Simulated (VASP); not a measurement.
# BN (Cmcm) in VASP: single point with PBE

Aim: the single point of BN with PBE.

All numbers are computed with VASP 6.6.1; they aren't measurements. Logs are shortened: lines on timing, memory, paths and dates and some standing lists are left out, and cuts for length are marked.

### 1 The cell of the first run

The typed cell holds 4 atoms: a = 2.488 Å, b = 2.488 Å, c = 6.495 Å, α = 90.00°, β = 90.00°, γ = 120.00°.

### 2 Single point, PBE

File INCAR:

```
PREC = Accurate ; ENCUT = 600
EDIFF = 1E-6 ; ISMEAR = -1
SIGMA = 0.01 ; LREAL = False
LASPH = True ; NELM = 120
ALGO = Normal ; ISIF = 2
LWAVE = False ; LCHARG = False
GGA = PE ; NBANDS = 16
GGA_COMPAT = False
```

File KPOINTS:

```
Automatic mesh
0
Gamma
  13 13 5
```

File POSCAR:

```
BN
1.0
    2.4883437615      0.0000000000      0.0000000000
   -1.2441718807      2.1549689108      0.0000000000
    0.0000000000      0.0000000000      6.4954828762
B N
2 2
Direct
    0.3335953968      0.6664046028      0.2500000001
    0.6664046028      0.3335953968      0.7500000004
    0.3342158668      0.6657841328      0.7500000004
    0.6657841328      0.3342158668      0.2500000001
```

Potentials or basis: VASP PAW PBE potentials, release 64 (B, N).

The run is started by

```bash
> cat potpaw_PBE.64/B/POTCAR potpaw_PBE.64/N/POTCAR > POTCAR
> mpirun -np 1 vasp_std > vasp.out
```

OUTCAR:

```text
PREC = Accurate
   ENCUT = 600
   EDIFF = 1E-6
   ISMEAR = -1
   LREAL = False
   LASPH = True
   NELM = 120
   ISIF = 2
   GGA = PE

 ion  position               nearest neighbor table
   1  0.334  0.666  0.250-   4 1.43   4 1.44   4 1.44
   2  0.666  0.334  0.750-   3 1.43   3 1.44   3 1.44
   3  0.334  0.666  0.750-   2 1.43   2 1.44   2 1.44
   4  0.666  0.334  0.250-   1 1.43   1 1.44   1 1.44

  LATTYP: Found a hexagonal cell.
 ALAT       =     2.4883437615
 C/A-ratio  =     2.6103639604

  Lattice vectors:

 A1 = (   2.4883437615,   0.0000000000,   0.0000000000)
 A2 = (  -1.2441718807,   2.1549689108,   0.0000000000)
 A3 = (   0.0000000000,   0.0000000000,   6.4954828762)

Analysis of symmetry for initial positions (statically):
=====================================================================
 Subroutine PRICEL returns:
 Original cell was already a primitive cell.

 Routine SETGRP: Setting up the symmetry group for a
 hexagonal supercell.

 Subroutine GETGRP returns: Found  8 space group operations
 (whereof  4 operations were pure point group operations)
 out of a pool of 24 trial point group operations.

The static configuration has the point symmetry C_2h.
 The point group associated with its full space group is D_2h.

Analysis of symmetry for dynamics (positions and initial velocities):
=====================================================================
 Subroutine PRICEL returns:
 Original cell was already a primitive cell.

 Routine SETGRP: Setting up the symmetry group for a
 hexagonal supercell.

 Subroutine GETGRP returns: Found  8 space group operations
 (whereof  4 operations were pure point group operations)
 out of a pool of 24 trial point group operations.

The dynamic configuration has the point symmetry C_2h.
 The point group associated with its full space group is D_2h.

 Subroutine INISYM returns: Found  8 space group operations
 (whereof  4 operations are pure point group operations),
 and found     1 'primitive' translations

----------------------------------------------------------------------------------------

                                     Primitive cell

  volume of cell :      34.8308

  direct lattice vectors                    reciprocal lattice vectors
     2.488343761  0.000000000  0.000000000     0.401873734  0.232021909  0.000000000
    -1.244171881  2.154968911  0.000000000     0.000000000  0.464043818  0.000000000
     0.000000000  0.000000000  6.495482876     0.000000000  0.000000000  0.153953142

  length of vectors
     2.488343761  2.488343761  6.495482876     0.464043818  0.464043818  0.153953142

  position of ions in fractional coordinates (direct lattice)
     0.333595397  0.666404603  0.250000000
     0.666404603  0.333595397  0.750000000
     0.334215867  0.665784133  0.750000000
     0.665784133  0.334215867  0.250000000

  ion indices of the primitive-cell ions
   primitive index   ion index
                 1           1
                 2           2
                 3           3
                 4           4

----------------------------------------------------------------------------------------

 KPOINTS: Automatic mesh

Automatic generation of k-mesh.
 Grid dimensions read from file:
 generate k-points for:   13   13    5

 Generating k-lattice:

  Cartesian coordinates                     Fractional coordinates (reciprocal lattice)
     0.030913364  0.017847839  0.000000000     0.076923077  0.000000000  0.000000000
     0.000000000  0.035695678  0.000000000     0.000000000  0.076923077  0.000000000
     0.000000000  0.000000000  0.030790628     0.000000000  0.000000000  0.200000000

  Length of vectors
     0.035695678  0.035695678  0.030790628

  Shift w.r.t. Gamma in fractional coordinates (k-lattice)
     0.000000000  0.000000000  0.000000000

 Subroutine IBZKPT returns following result:
 ===========================================

 Found    147 irreducible k-points:

 Following reciprocal coordinates:
            Coordinates               Weight
  0.000000  0.000000  0.000000      1.000000
  0.076923 -0.000000  0.000000      4.000000
 -0.076923  0.076923  0.000000      2.000000
  0.153846 -0.000000  0.000000      4.000000
 -0.153846  0.153846  0.000000      2.000000
  0.230769  0.000000  0.000000      4.000000
[... 16 lines left out ...]
 -0.076923  0.384615  0.000000      4.000000
 -0.384615  0.307692  0.000000      4.000000
 [... further k-points ...]
   k-points           NKPTS =    147   k-points in BZ     NKDIM =    147   number of bands    NBANDS=     16
   number of dos      NEDOS =    301   number of ions     NIONS =      4
   total plane-waves  NPLWV =  21600
   dimension x,y,z NGX =    20 NGY =   20 NGZ =   54
   dimension x,y,z NGXF=    40 NGYF=   40 NGZF=  108
   ions per type =               2   2
   NGX,Y,Z   is equivalent  to a cutoff of  13.36, 13.36, 13.82 a.u.
   NGXF,Y,Z  is equivalent  to a cutoff of  26.72, 26.72, 27.64 a.u.
 SYSTEM =  unknown system
   PREC   = accura    normal or accurate (medium, high low for compatibility)
   ISTART =      0    job   : 0-new  1-cont  2-samecut
   ICHARG =      2    charge: 1-file 2-atom 10-const
   ISPIN  =      1    spin polarized calculation?
   LNONCOLLINEAR =      F non collinear calculations
   LSORBIT =      F    spin-orbit coupling
   LASPH  =      T    aspherical Exc in radial PAW
   ENCUT  =  600.0 eV  44.10 Ry    6.64 a.u.   4.97  4.97 12.97*2*pi/ulx,y,z
   NELM   =    120;   NELMIN=  2; NELMDL= -5     # of ELM steps
   EDIFF  = 0.1E-05   stopping-criterion for ELM
   LREAL  =      F    real-space projection
   EDIFFG = 0.1E-04   stopping-criterion for IOM
   NSW    =      0    number of steps for IOM
   IBRION =     -1    ionic relax: 0-MD 1-quasi-New 2-CG
   NFREE  =      0    steps in history (QN), initial steepest desc. (CG)
   ISIF   =      2    stress and relaxation
   ISYM   =      2    0-nonsym 1-usesym 2-fastsym
   POTIM  = 0.5000    time-step for ionic-motion
   TEBEG  =    0.0;   TEEND  =   0.0 temperature during run
   PSTRESS=    0.0 pullay stress
   NELECT =      16.0000    total number of electrons
   NUPDOWN=      -1.0000    fix difference up-down
   EMIN   =  10.00;   EMAX   =-10.00  energy-range for DOS
   EFERMI =   0.00;   METHOD = LEGACY
   ISMEAR =    -1;   SIGMA  =   0.01  broadening in eV -4-tet -1-fermi 0-gaus
   EFERMI_NEDOS =   21; number of points for ismear=-14 and -15
   IALGO  =     38    algorithm
   IMIX   =      4    mixing-type and parameters
     AMIX     =   0.40;   BMIX     =  1.00
     AMIX_MAG =   1.60;   BMIX_MAG =  1.00
  volume/ion in A,a.u.               =       8.71        58.76
  Fermi-wavevector in a.u.,A,eV,Ry     =   1.263166  2.387038 21.709310  1.595589
  Thomas-Fermi vector in A             =   2.396537
   LORBIT       =      0    0 simple, 1 ext, 2 COOP (PROOUT), +10 PAW based schemes
   GGA     = PE    functional components
   LHFCALC =     F    Hartree Fock is set to
   AEXX    =    0.0000 exact exchange contribution
   IVDW    =     0    specifies the selected vdW correction
   LEPSILON=     F    determine dielectric tensor
   LRPA    =     F    only Hartree local field effects (RPA)
 non-spin polarized calculation
  energy-cutoff  :      600.00
  volume of cell :       34.83
 maximum number of plane-waves:      1185
   NGX =  9   NGY =  9   NGZ = 25

 number of electron      15.9999998 magnetization

 Free energy of the ion-electron system (eV)
  ---------------------------------------------------
  ext. energy  EPLUGINS =         0.00000000
  ---------------------------------------------------
  free energy    TOTEN  =       -35.12078604 eV

  energy without entropy =      -35.12078604  energy(sigma->0) =      -35.12078604

 E-fermi :   2.8888     XC(G=0): -10.2555

 val. band max:        2.5872391552   @ k =   0.3077   0.3077   0.0000
 cond. band min:       6.8584300630   @ k =   0.4615   0.4615   0.0000
 fundamental gap:      4.2711909078
 Fermi energy:         2.8888082453

 k-point     1 :       0.0000    0.0000    0.0000
  band No.  band energies     occupation
      1     -15.4013      2.00000
      2     -15.0560      2.00000
      3      -3.8726      2.00000
      4      -1.5236      2.00000
      5       1.1676      2.00000
      6       1.2125      2.00000
[... 8 lines left out ...]
     15      15.2001      0.00000
     16      15.8059      0.00000

 k-point     2 :       0.0769   -0.0000    0.0000
  band No.  band energies     occupation
      1     -15.2833      2.00000
      2     -14.9425      2.00000
      3      -3.7108      2.00000
      4      -1.3794      2.00000
      5       0.7574      2.00000
      6       0.7994      2.00000
[... 8 lines left out ...]
     15      15.3560      0.00000
     16      15.5879      0.00000

 k-point     3 :      -0.0769    0.0769    0.0000
  band No.  band energies     occupation
      1     -15.2836      2.00000
      2     -14.9428      2.00000
      3      -3.7105      2.00000
      4      -1.3789      2.00000
      5       0.6899      2.00000
      6       0.7311      2.00000
[... 8 lines left out ...]
     15      15.3513      0.00000
     16      15.6172      0.00000

 k-point     4 :       0.1538   -0.0000    0.0000
  band No.  band energies     occupation
      1     -14.9347      2.00000
      2     -14.6075      2.00000
      3      -3.2305      2.00000
      4      -0.9543      2.00000
      5      -0.4939      2.00000
      6      -0.4450      2.00000
[... 8 lines left out ...]
     15      16.3417      0.00000
     16      16.5652      0.00000

 k-point     5 :      -0.1538    0.1538    0.0000
  band No.  band energies     occupation
      1     -14.9358      2.00000
      2     -14.6087      2.00000
      3      -3.2292      2.00000
      4      -0.9525      2.00000
      5      -0.5525      2.00000
      6      -0.5052      2.00000
[... 8 lines left out ...]
     15      16.2391      0.00000
     16      16.6012      0.00000

 k-point     6 :       0.2308    0.0000    0.0000
  band No.  band energies     occupation
      1     -14.3736      2.00000
      2     -14.0702      2.00000
      3      -2.4488      2.00000
      4      -2.1440      2.00000
      5      -2.0740      2.00000
      6      -0.2859      2.00000
[... 8 lines left out ...]
     15      18.2547      0.00000
     16      18.3879      0.00000
[... 267 lines left out ...]
 k-point    21 :      -0.3077    0.2308    0.0000
  band No.  band energies     occupation
      1     -13.9484      2.00000
      2     -13.6656      2.00000
      3      -3.0723      2.00000
      4      -3.0009      2.00000
      5      -1.8381      2.00000
      6      -0.8690      2.00000
[... 8 lines left out ...]
     15      18.0489      0.00000
     16      18.8136      0.00000

 k-point    22 :       0.3077    0.0769    0.0000
  band No.  band energies     occupation
      1     -13.1674      2.00000
      2     -12.9312      2.00000
      3      -4.6294      2.00000
      4      -4.5330      2.00000
      5      -1.5015      2.00000
      6      -1.4250      2.00000
[... 8 lines left out ...]
     15      18.1698      0.00000
     16      20.8635      0.00000

 k-point    23 :      -0.0769    0.3846    0.0000
  band No.  band energies     occupation
      1     -13.1692      2.00000
      2     -12.9333      2.00000
      3      -4.6303      2.00000
      4      -4.5342      2.00000
      5      -1.4977      2.00000
      6      -1.4204      2.00000
[... 8 lines left out ...]
     15      18.1751      0.00000
     16      20.8296      0.00000

 k-point    24 :      -0.3846    0.3077    0.0000
  band No.  band energies     occupation
      1     -13.1738      2.00000
      2     -12.9386      2.00000
      3      -4.6531      2.00000
      4      -4.5600      2.00000
      5      -1.4542      2.00000
      6      -1.3765      2.00000
[... 8 lines left out ...]
     15      18.1636      0.00000
     16      20.8016      0.00000

 [... further k-points ...]

------------------------ aborting loop because EDIFF is reached ----------------------------------------

  FORCE on cell =-STRESS in cart. coord.  units (eV):
  Direction    XX          YY          ZZ          XY          YZ          ZX
  --------------------------------------------------------------------------------------
  -------------------------------------------------------------------------------------
  Total        2.4349604      2.2935929      0.7823337     -0.1224279      0.0000000      0.0000000
  in kB      112.0055778    105.5028232     35.9865170     -5.6315507      0.0000000      0.0000000
  external PRESSURE =      84.4983060 kB  Pullay stress =       0.0000000 kB

 VOLUME and BASIS-vectors are now :
 -----------------------------------------------------------------------------
  energy-cutoff  :      600.00
  volume of cell :       34.83
      direct lattice vectors                 reciprocal lattice vectors
     2.488343761  0.000000000  0.000000000     0.401873734  0.232021909  0.000000000
    -1.244171881  2.154968911  0.000000000     0.000000000  0.464043818  0.000000000
     0.000000000  0.000000000  6.495482876     0.000000000  0.000000000  0.153953142

 POSITION                                       TOTAL-FORCE (eV/Angst)
 -----------------------------------------------------------------------------------
      0.00098      1.43608      1.62387        -0.187222      0.108093      0.000000
      1.24319      0.71889      4.87161         0.187222     -0.108093     -0.000000
      0.00329      1.43474      4.87161        -0.187809      0.108432     -0.000000
      1.24088      0.72022      1.62387         0.187809     -0.108432      0.000000
 -----------------------------------------------------------------------------------
    total drift:                                0.000000      0.000000      0.000000

  FREE ENERGIE OF THE ION-ELECTRON SYSTEM (eV)
  ---------------------------------------------------
  free  energy   TOTEN  =       -35.1207860370 eV

  energy  without entropy=      -35.1207860370  energy(sigma->0) =      -35.12078604
```

It took 68 s on 1 thread of Intel Xeon Platinum 8488C (Sapphire Rapids), shared host; peak memory 0.21 GiB.

Results:

```yaml
Free_energy: -35.1208 eV
Pressure: 8.4 GPa
Largest_force: 0.217 eV/Å
Band_gap_on_the_k_mesh: 4.27 eV (least direct gap 4.65 eV)
```

Forces on the atoms (eV/Å):
```
B   -0.187  0.108  0.000
B    0.187 -0.108  0.000
N   -0.188  0.108  0.000
N    0.188 -0.108  0.000
```

Levels at points of the mesh, in eV from the valence-band top:
| k point | band 5 | band 6 | band 7 | band 8 | band 9 | band 10 | band 11 | band 12 |
| --- | --- | --- | --- | --- | --- | --- | --- | --- |
| (0.00, 0.00, 0.00) | -1.42 | -1.37 | -1.30 | -1.26 | 5.35 | 10.60 | 11.57 | 11.71 |

Caveat: the cell stands under pressure; an odd mesh through Γ misses points on the zone boundary, where band edges can lie; this functional lacks dispersion, which binds the layers, so the pressure and a relaxed spacing across them are unreliable.
